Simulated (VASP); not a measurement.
# Sn2O3 (Pn-3m) in VASP: further runs, part 2 of 3

VASP 6.6.1. The steps go on from the part before.

### 3 Single point, PBE

This run uses another cell than the first one, of 14.79 Å³/atom.

Input file INCAR:

```
ALGO = Normal
EDIFF = 1E-6
ENCUT = 520
GGA = PE
ISIF = 2
ISMEAR = -1
LASPH = True
LCHARG = False
LREAL = False
LWAVE = False
NBANDS = 57
NELM = 100
PREC = Accurate
SIGMA = 0.06122561905347299
```

Input file KPOINTS:

```
k-points
0
Gamma
  11 11 11
```

Input file POSCAR:

```
Sn2O3
1.0
    5.2883453657      0.0000000000      0.0000000000
    0.0000000000      5.2883453657      0.0000000000
    0.0000000000      0.0000000000      5.2883453657
Sn O
4 6
Direct
    0.2500000000      0.2500000000      0.2500000000
    0.7500000000      0.7500000000      0.2500000000
    0.7500000000      0.2500000000      0.7500000000
    0.2500000000      0.7500000000      0.7500000000
    0.5000000000      0.0000000000      0.0000000000
    0.0000000000      0.5000000000      0.0000000000
    0.0000000000      0.0000000000      0.5000000000
    0.5000000000      0.5000000000      0.0000000000
    0.5000000000      0.0000000000      0.5000000000
    0.0000000000      0.5000000000      0.5000000000
```

Potentials or basis: VASP PAW PBE potentials, release 64 (Sn_d, O).

Started as:

```
$ cat potpaw_PBE.64/Sn_d/POTCAR potpaw_PBE.64/O/POTCAR > POTCAR
$ mpirun -np 1 vasp_std > vasp.out
```

OUTCAR:

```text
EDIFF = 1E-6
   ENCUT = 520
   GGA = PE
   ISIF = 2
   ISMEAR = -1
   LASPH = True
   LREAL = False
   NELM = 100
   PREC = Accurate

 ion  position               nearest neighbor table
   1  0.250  0.250  0.250-   5 2.29   6 2.29   7 2.29   8 2.29   9 2.29  10 2.29   2 3.74   3 3.74
                             4 3.74   3 3.74   4 3.74   2 3.74   4 3.74   4 3.74   2 3.74   3 3.74
   2  0.750  0.750  0.250-   5 2.29   6 2.29   7 2.29   8 2.29   9 2.29  10 2.29   1 3.74   3 3.74
                             4 3.74   3 3.74   4 3.74   1 3.74   3 3.74   3 3.74   1 3.74   4 3.74
   3  0.750  0.250  0.750-   5 2.29   6 2.29   7 2.29   8 2.29   9 2.29  10 2.29   1 3.74   2 3.74
                             4 3.74   1 3.74   2 3.74   2 3.74   4 3.74   2 3.74   1 3.74   4 3.74
   4  0.250  0.750  0.750-   5 2.29   6 2.29   7 2.29   8 2.29   9 2.29  10 2.29   1 3.74   2 3.74
                             3 3.74   1 3.74   2 3.74   1 3.74   3 3.74   1 3.74   2 3.74   3 3.74
   5  0.500  0.000  0.000-   1 2.29   2 2.29   3 2.29   4 2.29
   6  0.000  0.500  0.000-   1 2.29   2 2.29   3 2.29   4 2.29
   7  0.000  0.000  0.500-   1 2.29   2 2.29   3 2.29   4 2.29
   8  0.500  0.500  0.000-   1 2.29   2 2.29   3 2.29   4 2.29
   9  0.500  0.000  0.500-   1 2.29   2 2.29   3 2.29   4 2.29
  10  0.000  0.500  0.500-   1 2.29   2 2.29   3 2.29   4 2.29

  LATTYP: Found a simple cubic cell.
 ALAT       =     5.2883453657

  Lattice vectors:

 A1 = (   5.2883453657,   0.0000000000,   0.0000000000)
 A2 = (   0.0000000000,   5.2883453657,   0.0000000000)
 A3 = (   0.0000000000,   0.0000000000,   5.2883453657)

Analysis of symmetry for initial positions (statically):
=====================================================================
 Subroutine PRICEL returns:
 Original cell was already a primitive cell.

 Routine SETGRP: Setting up the symmetry group for a
 simple cubic supercell.

 Subroutine GETGRP returns: Found 48 space group operations
 (whereof 24 operations were pure point group operations)
 out of a pool of 48 trial point group operations.

The static configuration has the point symmetry T_d .
 The point group associated with its full space group is O_h .

Analysis of symmetry for dynamics (positions and initial velocities):
=====================================================================
 Subroutine PRICEL returns:
 Original cell was already a primitive cell.

 Routine SETGRP: Setting up the symmetry group for a
 simple cubic supercell.

 Subroutine GETGRP returns: Found 48 space group operations
 (whereof 24 operations were pure point group operations)
 out of a pool of 48 trial point group operations.

The dynamic configuration has the point symmetry T_d .
 The point group associated with its full space group is O_h .

 Subroutine INISYM returns: Found 48 space group operations
 (whereof 24 operations are pure point group operations),
 and found     1 'primitive' translations

----------------------------------------------------------------------------------------

                                     Primitive cell

  volume of cell :     147.8970

  direct lattice vectors                    reciprocal lattice vectors
     5.288345366  0.000000000  0.000000000     0.189095063  0.000000000  0.000000000
     0.000000000  5.288345366  0.000000000     0.000000000  0.189095063  0.000000000
[... 80 lines left out ...]
  0.181818  0.090909  0.090909     24.000000
  0.272727  0.090909  0.090909     24.000000
 [... further k-points ...]
   k-points           NKPTS =     56   k-points in BZ     NKDIM =     56   number of bands    NBANDS=     57
   number of dos      NEDOS =    301   number of ions     NIONS =     10
   total plane-waves  NPLWV =  64000
   dimension x,y,z NGX =    40 NGY =   40 NGZ =   40
   dimension x,y,z NGXF=    80 NGYF=   80 NGZF=   80
   ions per type =               4   6
   NGX,Y,Z   is equivalent  to a cutoff of  12.57, 12.57, 12.57 a.u.
   NGXF,Y,Z  is equivalent  to a cutoff of  25.15, 25.15, 25.15 a.u.
 SYSTEM =  unknown system
   PREC   = accura    normal or accurate (medium, high low for compatibility)
   ISTART =      0    job   : 0-new  1-cont  2-samecut
   ICHARG =      2    charge: 1-file 2-atom 10-const
   ISPIN  =      1    spin polarized calculation?
   LNONCOLLINEAR =      F non collinear calculations
   LSORBIT =      F    spin-orbit coupling
   LASPH  =      T    aspherical Exc in radial PAW
   ENCUT  =  520.0 eV  38.22 Ry    6.18 a.u.   9.83  9.83  9.83*2*pi/ulx,y,z
   NELM   =    100;   NELMIN=  2; NELMDL= -5     # of ELM steps
   EDIFF  = 0.1E-05   stopping-criterion for ELM
   LREAL  =      F    real-space projection
   EDIFFG = 0.1E-04   stopping-criterion for IOM
   NSW    =      0    number of steps for IOM
   IBRION =     -1    ionic relax: 0-MD 1-quasi-New 2-CG
   NFREE  =      0    steps in history (QN), initial steepest desc. (CG)
   ISIF   =      2    stress and relaxation
   ISYM   =      2    0-nonsym 1-usesym 2-fastsym
   POTIM  = 0.5000    time-step for ionic-motion
   TEBEG  =    0.0;   TEEND  =   0.0 temperature during run
   PSTRESS=    0.0 pullay stress
   NELECT =      92.0000    total number of electrons
   NUPDOWN=      -1.0000    fix difference up-down
   EMIN   =  10.00;   EMAX   =-10.00  energy-range for DOS
   EFERMI =   0.00;   METHOD = LEGACY
   ISMEAR =    -1;   SIGMA  =   0.06  broadening in eV -4-tet -1-fermi 0-gaus
   EFERMI_NEDOS =   21; number of points for ismear=-14 and -15
   IALGO  =     38    algorithm
   IMIX   =      4    mixing-type and parameters
     AMIX     =   0.40;   BMIX     =  1.00
     AMIX_MAG =   1.60;   BMIX_MAG =  1.00
  volume/ion in A,a.u.               =      14.79        99.81
  Fermi-wavevector in a.u.,A,eV,Ry     =   1.397497  2.640887 26.572159  1.952999
  Thomas-Fermi vector in A             =   2.520748
   LORBIT       =      0    0 simple, 1 ext, 2 COOP (PROOUT), +10 PAW based schemes
   GGA     = PE    functional components
[... 5 lines left out ...]
 non-spin polarized calculation
  energy-cutoff  :      520.00
  volume of cell :      147.90
 maximum number of plane-waves:      4000
 NGX is ok and might be reduce to    40
   NGX = 19   NGY = 19   NGZ = 19

 number of electron      91.9999997 magnetization

 Free energy of the ion-electron system (eV)
  ---------------------------------------------------
  ext. energy  EPLUGINS =         0.00000000
  ---------------------------------------------------
  free energy    TOTEN  =       -54.89793667 eV

  energy without entropy =      -54.85544141  energy(sigma->0) =      -54.87668904

 E-fermi :   7.5954     XC(G=0): -10.6607

 val. band max:        7.5857071083   @ k =   0.4545   0.3636   0.3636
 cond. band min:       7.6222976756   @ k =   0.4545   0.4545   0.3636
 fundamental gap:      0.0365905673
 Fermi energy:         7.5953504221

 k-point     1 :       0.0000    0.0000    0.0000
  band No.  band energies     occupation
      1     -15.0254      2.00000
      2     -15.0254      2.00000
      3     -14.8640      2.00000
      4     -14.6827      2.00000
      5     -14.6827      2.00000
      6     -14.6827      2.00000
[... 1429 lines left out ...]
     56      13.6303      0.00000
     57      13.6968      0.00000

 [... further k-points ...]

------------------------ aborting loop because EDIFF is reached ----------------------------------------

  FORCE on cell =-STRESS in cart. coord.  units (eV):
  Direction    XX          YY          ZZ          XY          YZ          ZX
  --------------------------------------------------------------------------------------
  -------------------------------------------------------------------------------------
  Total       -1.6806865     -1.6806865     -1.6806865      0.0000000      0.0000000     -0.0000000
  in kB      -18.2069776    -18.2069776    -18.2069776      0.0000000      0.0000000     -0.0000000
  external PRESSURE =     -18.2069776 kB  Pullay stress =       0.0000000 kB

 VOLUME and BASIS-vectors are now :
 -----------------------------------------------------------------------------
  energy-cutoff  :      520.00
  volume of cell :      147.90
      direct lattice vectors                 reciprocal lattice vectors
     5.288345366  0.000000000  0.000000000     0.189095063  0.000000000  0.000000000
     0.000000000  5.288345366  0.000000000     0.000000000  0.189095063  0.000000000
     0.000000000  0.000000000  5.288345366     0.000000000  0.000000000  0.189095063

 POSITION                                       TOTAL-FORCE (eV/Angst)
 -----------------------------------------------------------------------------------
      1.32209      1.32209      1.32209         0.000000     -0.000000     -0.000000
      3.96626      3.96626      1.32209         0.000000      0.000000     -0.000000
      3.96626      1.32209      3.96626         0.000000      0.000000     -0.000000
      1.32209      3.96626      3.96626        -0.000000     -0.000000      0.000000
      2.64417      0.00000      0.00000        -0.000000     -0.000000     -0.000000
      0.00000      2.64417      0.00000        -0.000000     -0.000000      0.000000
      0.00000      0.00000      2.64417        -0.000000     -0.000000     -0.000000
      2.64417      2.64417      0.00000        -0.000000     -0.000000     -0.000000
      2.64417      0.00000      2.64417        -0.000000     -0.000000     -0.000000
      0.00000      2.64417      2.64417        -0.000000     -0.000000     -0.000000
 -----------------------------------------------------------------------------------
    total drift:                               -0.000000      0.000000     -0.000000

  FREE ENERGIE OF THE ION-ELECTRON SYSTEM (eV)
  ---------------------------------------------------
  free  energy   TOTEN  =       -54.8979366709 eV

  energy  without entropy=      -54.8554414139  energy(sigma->0) =      -54.87668904
```

Wall time 14 min (1 thread of Intel Xeon 8259CL, shared host); peak memory 0.45 GiB.

Results:

```
Free energy            : -54.8979 eV
Pressure               : -1.8 GPa
Band gap on the k mesh : zero (bands 46 and 47 overlap by 0.22 eV)
```

Levels at points of the mesh, in eV from the Fermi level:
```csv
k point,band 44,band 45,band 46,band 47,band 48,band 49
"(0.00, 0.00, 0.00)",-2.14,-2.14,-2.02,0.34,0.34,0.34
```

Caveat: semilocal functionals underestimate gaps, and a narrow one can read as zero; spin-orbit coupling is left out, which moves the levels of the heavy elements.

[end of part 2 of 3]

The gap in the log of VASP goes by the Fermi energy; the results here count the filled bands.